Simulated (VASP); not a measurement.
# HfN (Fm-3m) in VASP: notebook

The runs below take HfN through relaxation of the atoms, with PBE.

Everything below comes from runs of VASP 6.6.1. Logs are shortened: lines on timing, memory, paths and dates and some standing lists are left out, and cuts for length are marked.

**1. The cell of the first run**

It takes space group Fm-3m (No. 225, cubic). Conventional cell: a = 4.518 Å, b = 4.518 Å, c = 4.518 Å, α = 90.00°, β = 90.00°, γ = 90.00°. Within 3.0 Å of Hf (site symmetry m-3m) lie 6 N at 2.26 Å. N (site symmetry m-3m) has 6 Hf at 2.26 Å within 3.0 Å.

**2. Relaxation of the atoms, PBE**

INCAR

```
SYSTEM = HfN
PREC = Accurate
ENCUT = 520
EDIFF = 1E-7
ISMEAR = -1
SIGMA = 0.05
LREAL = .FALSE.
LASPH = .TRUE.
NELM = 80
ALGO = Normal
ISIF = 2
LWAVE = .FALSE.
LCHARG = .FALSE.
GGA = PE
IBRION = 2
NSW = 80
EDIFFG = -0.02
```

KPOINTS

```
Automatic mesh
0
G
  18 18 18
  0 0 0
```

POSCAR

```
HfN
1.0
    0.0000000000      2.2590000000      2.2590000000
    2.2590000000      0.0000000000      2.2590000000
    2.2590000000      2.2590000000      0.0000000000
Hf N
1 1
Direct
    0.0000000000      0.0000000000      0.0000000000
    0.5000000000      0.5000000000      0.5000000000
```

Potentials or basis: VASP PAW PBE potentials, release 64 (Hf_pv, N).

The run is started by

```bash
$ cat potpaw_PBE.64/Hf_pv/POTCAR potpaw_PBE.64/N/POTCAR > POTCAR
$ mpirun -np 1 vasp_std > vasp.out
```

OUTCAR:

```text
SYSTEM = HfN
   PREC = Accurate
   ENCUT = 520
   EDIFF = 1E-7
   ISMEAR = -1
   LREAL = .FALSE.
   LASPH = .TRUE.
   NELM = 80
   ISIF = 2
   GGA = PE
   IBRION = 2
   NSW = 80
   EDIFFG = -0.02

 ion  position               nearest neighbor table
   1  0.000  0.000  0.000-   2 2.26   2 2.26   2 2.26   2 2.26   2 2.26   2 2.26
   2  0.500  0.500  0.500-   1 2.26   1 2.26   1 2.26   1 2.26   1 2.26   1 2.26

  LATTYP: Found a face centered cubic cell.
 ALAT       =     4.5180000000

  Lattice vectors:

 A1 = (   0.0000000000,   2.2590000000,   2.2590000000)
 A2 = (   2.2590000000,   0.0000000000,   2.2590000000)
 A3 = (   2.2590000000,   2.2590000000,   0.0000000000)

Analysis of symmetry for initial positions (statically):
=====================================================================
 Subroutine PRICEL returns:
 Original cell was already a primitive cell.

 Routine SETGRP: Setting up the symmetry group for a
 face centered cubic supercell.

 Subroutine GETGRP returns: Found 48 space group operations
 (whereof 48 operations were pure point group operations)
 out of a pool of 48 trial point group operations.

The static configuration has the point symmetry O_h .

Analysis of symmetry for dynamics (positions and initial velocities):
=====================================================================
 Subroutine PRICEL returns:
 Original cell was already a primitive cell.

 Routine SETGRP: Setting up the symmetry group for a
 face centered cubic supercell.

 Subroutine GETGRP returns: Found 48 space group operations
 (whereof 48 operations were pure point group operations)
 out of a pool of 48 trial point group operations.

The dynamic configuration has the point symmetry O_h .

 Subroutine INISYM returns: Found 48 space group operations
 (whereof 48 operations are pure point group operations),
 and found     1 'primitive' translations

----------------------------------------------------------------------------------------

                                     Primitive cell

  volume of cell :      23.0557

  direct lattice vectors                    reciprocal lattice vectors
     0.000000000  2.259000000  2.259000000    -0.221336875  0.221336875  0.221336875
     2.259000000  0.000000000  2.259000000     0.221336875 -0.221336875  0.221336875
     2.259000000  2.259000000  0.000000000     0.221336875  0.221336875 -0.221336875

  length of vectors
     3.194708437  3.194708437  3.194708437     0.383366713  0.383366713  0.383366713

  position of ions in fractional coordinates (direct lattice)
     0.000000000  0.000000000  0.000000000
     0.500000000  0.500000000  0.500000000

  ion indices of the primitive-cell ions
   primitive index   ion index
                 1           1
                 2           2

----------------------------------------------------------------------------------------

 KPOINTS: Automatic mesh

Automatic generation of k-mesh.
 Grid dimensions read from file:
 generate k-points for:   18   18   18

 Generating k-lattice:

  Cartesian coordinates                     Fractional coordinates (reciprocal lattice)
    -0.012296493  0.012296493  0.012296493     0.055555556  0.000000000  0.000000000
     0.012296493 -0.012296493  0.012296493     0.000000000  0.055555556  0.000000000
     0.012296493  0.012296493 -0.012296493     0.000000000  0.000000000  0.055555556

  Length of vectors
     0.021298151  0.021298151  0.021298151

  Shift w.r.t. Gamma in fractional coordinates (k-lattice)
     0.000000000  0.000000000  0.000000000

 Subroutine IBZKPT returns following result:
 ===========================================

 Found    195 irreducible k-points:

 Following reciprocal coordinates:
            Coordinates               Weight
  0.000000  0.000000  0.000000      1.000000
  0.055556  0.000000  0.000000      8.000000
  0.111111  0.000000  0.000000      8.000000
  0.166667  0.000000  0.000000      8.000000
  0.222222  0.000000  0.000000      8.000000
  0.277778  0.000000  0.000000      8.000000
[... 16 lines left out ...]
 -0.277778  0.055556  0.000000     24.000000
 -0.222222  0.055556  0.000000     24.000000
 [... further k-points ...]
   k-points           NKPTS =    195   k-points in BZ     NKDIM =    195   number of bands    NBANDS=     11
   number of dos      NEDOS =    301   number of ions     NIONS =      2
   total plane-waves  NPLWV =  13824
   dimension x,y,z NGX =    24 NGY =   24 NGZ =   24
   dimension x,y,z NGXF=    48 NGYF=   48 NGZF=   48
   ions per type =               1   1
   NGX,Y,Z   is equivalent  to a cutoff of  12.49, 12.49, 12.49 a.u.
   NGXF,Y,Z  is equivalent  to a cutoff of  24.98, 24.98, 24.98 a.u.
 SYSTEM =  HfN
   PREC   = accura    normal or accurate (medium, high low for compatibility)
   ISTART =      0    job   : 0-new  1-cont  2-samecut
   ICHARG =      2    charge: 1-file 2-atom 10-const
   ISPIN  =      1    spin polarized calculation?
   LNONCOLLINEAR =      F non collinear calculations
   LSORBIT =      F    spin-orbit coupling
   LASPH  =      T    aspherical Exc in radial PAW
   ENCUT  =  520.0 eV  38.22 Ry    6.18 a.u.   5.94  5.94  5.94*2*pi/ulx,y,z
   NELM   =     80;   NELMIN=  2; NELMDL= -5     # of ELM steps
   EDIFF  = 0.1E-06   stopping-criterion for ELM
   LREAL  =      F    real-space projection
   EDIFFG = -.2E-01   stopping-criterion for IOM
   NSW    =     80    number of steps for IOM
   IBRION =      2    ionic relax: 0-MD 1-quasi-New 2-CG
   NFREE  =      1    steps in history (QN), initial steepest desc. (CG)
   ISIF   =      2    stress and relaxation
   ISYM   =      2    0-nonsym 1-usesym 2-fastsym
   POTIM  = 0.5000    time-step for ionic-motion
   TEBEG  =    0.0;   TEEND  =   0.0 temperature during run
   PSTRESS=    0.0 pullay stress
   NELECT =      15.0000    total number of electrons
   NUPDOWN=      -1.0000    fix difference up-down
   EMIN   =  10.00;   EMAX   =-10.00  energy-range for DOS
   EFERMI =   0.00;   METHOD = LEGACY
   ISMEAR =    -1;   SIGMA  =   0.05  broadening in eV -4-tet -1-fermi 0-gaus
   EFERMI_NEDOS =   21; number of points for ismear=-14 and -15
   IALGO  =     38    algorithm
   IMIX   =      4    mixing-type and parameters
     AMIX     =   0.40;   BMIX     =  1.00
     AMIX_MAG =   1.60;   BMIX_MAG =  1.00
  volume/ion in A,a.u.               =      11.53        77.79
  Fermi-wavevector in a.u.,A,eV,Ry     =   1.418553  2.680677 27.378918  2.012294
  Thomas-Fermi vector in A             =   2.539667
   LORBIT       =      0    0 simple, 1 ext, 2 COOP (PROOUT), +10 PAW based schemes
   GGA     = PE    functional components
   LHFCALC =     F    Hartree Fock is set to
   AEXX    =    0.0000 exact exchange contribution
   IVDW    =     0    specifies the selected vdW correction
   LEPSILON=     F    determine dielectric tensor
   LRPA    =     F    only Hartree local field effects (RPA)
 conjugate gradient relaxation of ions
 non-spin polarized calculation
  energy-cutoff  :      520.00
  volume of cell :       23.06
 maximum number of plane-waves:       636
   NGX = 11   NGY = 11   NGZ = 11

 number of electron      15.0000000 magnetization

 Free energy of the ion-electron system (eV)
  ---------------------------------------------------
  ext. energy  EPLUGINS =         0.00000000
  ---------------------------------------------------
  free energy    TOTEN  =       -21.75660802 eV

  energy without entropy =      -21.75133597  energy(sigma->0) =      -21.75397200

 E-fermi :   8.3803     XC(G=0): -12.7325

 val. band max:        8.3583324967   @ k =   0.4444   0.2222   0.1111
 cond. band min:       8.4081163969   @ k =  -0.1111   0.0556   0.0000
 fundamental gap:      0.0497839001
 Fermi energy:         8.3802554214

 k-point     1 :       0.0000    0.0000    0.0000
  band No.  band energies     occupation
      1     -22.7675      2.00000
      2     -22.7675      2.00000
      3     -22.7675      2.00000
      4      -9.1257      2.00000
      5       5.3562      2.00000
      6       5.3562      2.00000
      7       5.3562      2.00000
      8       8.0389      1.99784
      9       8.0389      1.99784
     10       8.0389      1.99784
     11      10.1813      0.00000

 k-point     2 :       0.0556    0.0000    0.0000
  band No.  band energies     occupation
      1     -22.7994      2.00000
      2     -22.7702      2.00000
      3     -22.7702      2.00000
      4      -9.0541      2.00000
      5       5.0291      2.00000
      6       5.1678      2.00000
      7       5.1678      2.00000
      8       8.1308      1.98648
      9       8.1465      1.98153
     10       8.1465      1.98153
     11      10.4149      0.00000

 k-point     3 :       0.1111    0.0000    0.0000
  band No.  band energies     occupation
      1     -22.8901      2.00000
      2     -22.7778      2.00000
      3     -22.7778      2.00000
      4      -8.8465      2.00000
      5       4.2636      2.00000
      6       4.7114      2.00000
      7       4.7114      2.00000
      8       8.2977      1.67817
      9       8.4338      0.51032
     10       8.4338      0.51032
     11      11.0279      0.00000

 k-point     4 :       0.1667    0.0000    0.0000
  band No.  band energies     occupation
      1     -23.0255      2.00000
      2     -22.7894      2.00000
      3     -22.7894      2.00000
      4      -8.5232      2.00000
      5       3.3374      2.00000
      6       4.1576      2.00000
      7       4.1576      2.00000
      8       8.4928      0.19071
      9       8.8617      0.00013
     10       8.8617      0.00013
     11      11.8320      0.00000

 k-point     5 :       0.2222    0.0000    0.0000
  band No.  band energies     occupation
      1     -23.1863      2.00000
      2     -22.8035      2.00000
      3     -22.8035      2.00000
      4      -8.1149      2.00000
      5       2.3909      2.00000
      6       3.6112      2.00000
      7       3.6112      2.00000
      8       8.7678      0.00086
      9       9.4109      0.00000
     10       9.4109      0.00000
     11      12.6595      0.00000
[... 211 lines left out ...]
 k-point    21 :      -0.3889    0.0556    0.0000
  band No.  band energies     occupation
      1     -23.6424      2.00000
      2     -22.8753      2.00000
      3     -22.8429      2.00000
      4      -6.7105      2.00000
      5      -0.0417      2.00000
      6       2.3258      2.00000
      7       2.4749      2.00000
      8      10.4710      0.00000
      9      11.3549      0.00000
     10      11.9330      0.00000
     11      13.6980      0.00000

 k-point    22 :      -0.3333    0.0556    0.0000
  band No.  band energies     occupation
      1     -23.5392      2.00000
      2     -22.8686      2.00000
      3     -22.8283      2.00000
      4      -7.0639      2.00000
      5       0.4925      2.00000
      6       2.5327      2.00000
      7       2.7664      2.00000
      8       9.7757      0.00000
      9      10.6797      0.00000
     10      11.5182      0.00000
     11      13.6949      0.00000

 k-point    23 :      -0.2778    0.0556    0.0000
  band No.  band energies     occupation
      1     -23.4015      2.00000
      2     -22.8568      2.00000
      3     -22.8122      2.00000
      4      -7.4911      2.00000
      5       1.1908      2.00000
      6       2.8496      2.00000
      7       3.1592      2.00000
      8       9.2113      0.00000
      9       9.9819      0.00000
     10      10.8833      0.00000
     11      13.1934      0.00000

 k-point    24 :      -0.2222    0.0556    0.0000
  band No.  band energies     occupation
      1     -23.2439      2.00000
      2     -22.8411      2.00000
      3     -22.7965      2.00000
      4      -7.9358      2.00000
      5       2.0003      2.00000
      6       3.2659      2.00000
      7       3.6361      2.00000
      8       8.7968      0.00048
      9       9.3409      0.00000
     10      10.2027      0.00000
     11      12.3587      0.00000

 [... further k-points ...]

------------------------ aborting loop because EDIFF is reached ----------------------------------------

  FORCE on cell =-STRESS in cart. coord.  units (eV):
  Direction    XX          YY          ZZ          XY          YZ          ZX
  --------------------------------------------------------------------------------------
  -------------------------------------------------------------------------------------
  Total        0.4368819      0.4368819      0.4368819     -0.0000000     -0.0000000     -0.0000000
  in kB       30.3595963     30.3595963     30.3595963     -0.0000000     -0.0000000     -0.0000000
  external PRESSURE =      30.3595963 kB  Pullay stress =       0.0000000 kB

 VOLUME and BASIS-vectors are now :
 -----------------------------------------------------------------------------
  energy-cutoff  :      520.00
  volume of cell :       23.06
      direct lattice vectors                 reciprocal lattice vectors
     0.000000000  2.259000000  2.259000000    -0.221336875  0.221336875  0.221336875
     2.259000000  0.000000000  2.259000000     0.221336875 -0.221336875  0.221336875
     2.259000000  2.259000000  0.000000000     0.221336875  0.221336875 -0.221336875

 POSITION                                       TOTAL-FORCE (eV/Angst)
 -----------------------------------------------------------------------------------
      0.00000      0.00000      0.00000        -0.000000      0.000000     -0.000000
      2.25900      2.25900      2.25900         0.000000     -0.000000      0.000000
 -----------------------------------------------------------------------------------
    total drift:                                0.000000     -0.000000     -0.000000

  FREE ENERGIE OF THE ION-ELECTRON SYSTEM (eV)
  ---------------------------------------------------
  free  energy   TOTEN  =       -21.7566080241 eV

  energy  without entropy=      -21.7513359675  energy(sigma->0) =      -21.75397200

 reached required accuracy - stopping structural energy minimisation
```

Wall time 16 s (1 thread of Intel Xeon Platinum 8559C (Emerald Rapids), shared host); peak memory 0.18 GiB.

What came out:

| Quantity | Value |
| --- | --- |
| Free energy | -21.7566 eV |
| Pressure after relaxing | 3.0 GPa |
| Band gap on the k mesh | zero (an odd number of electrons rules out a gap without spin polarisation) |

Final structure:
```
CELL_PARAMETERS angstrom
0.00000 2.25900 2.25900
2.25900 0.00000 2.25900
2.25900 2.25900 0.00000
ATOMIC_POSITIONS crystal
Hf 0.00000 0.00000 0.00000
N 0.50000 0.50000 0.50000
```

Caveat: the relaxation stopped at its first step, so nothing moved; spin-orbit coupling is left out, which moves the levels of the heavy elements.

(Part 1 of 2 ends here.)
